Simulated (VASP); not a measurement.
# MgAlPS4: single point with PBE

The system is MgAlPS4.

```xyz
7
Lattice="-2.7696 2.7696 5.2718 2.7696 -2.7696 5.2718 2.7696 2.7696 -5.2718" Properties=species:S:1:pos:R:3 pbc="T T T"
Mg    0.0000    0.0000    5.2718
Al    0.0000    0.0000    0.0000
P     2.7696    0.0000    2.6359
S     1.2540    1.3403    1.3566
S     4.1989    1.2540   -1.3566
S    -1.4293    1.5156    3.9151
S     1.5156    1.4293    6.6284
```

The cell was generated, and may not be a known phase.

```json
{"Program": "VASP 6.6.1", "Task": "single point", "Functional": "PBE", "Potentials or basis": "VASP PAW PBE potentials, release 64 (Mg, Al, P, S)", "Cutoff": "520 eV", "k mesh": "8 × 8 × 8", "Occupations": "gaussian, width 0.02 eV", "Spin": "no spin polarisation", "Dipole correction": "no", "Further INCAR settings": "ALGO = Normal; EDIFF = 1e-06; NBANDS = 26"}
```

| Property | Result |
| --- | --- |
| Pressure | -0.2 GPa |
| Largest force | 0.013 eV/Å |
| Band gap on the k mesh | 0.70 eV (least direct gap 1.13 eV) |

Forces on the atoms (eV/Å):
```
Mg   0.000  0.000  0.000
Al   0.000  0.000  0.000
P    0.000  0.000  0.000
S    0.004 -0.008 -0.010
S    0.008  0.004  0.010
S   -0.008 -0.004  0.010
S   -0.004  0.008 -0.010
```

Levels at points of the mesh, in eV from the valence-band top:
| k point | band 15 | band 16 | band 17 | band 18 | band 19 | band 20 |
| --- | --- | --- | --- | --- | --- | --- |
| (0.00, 0.00, 0.00) | -1.88 | -1.76 | -0.43 | 0.70 | 1.94 | 1.94 |
| (0.50, 0.00, 0.00) | -2.52 | -1.91 | -0.09 | 1.38 | 1.66 | 2.14 |
| (0.50, 0.50, 0.00) | -2.09 | -1.79 | -0.71 | 1.53 | 1.62 | 1.85 |
| (0.50, 0.50, 0.50) | -2.12 | -2.12 | -0.88 | 0.89 | 0.89 | 1.55 |

Run time: 12 min on 1 thread of Oxide Virtual Turin-like Processor, with other jobs on the host, peak memory 0.51 GiB.

Caveat: semilocal functionals underestimate gaps, and a narrow one can read as zero. A k mesh can miss the band edges.
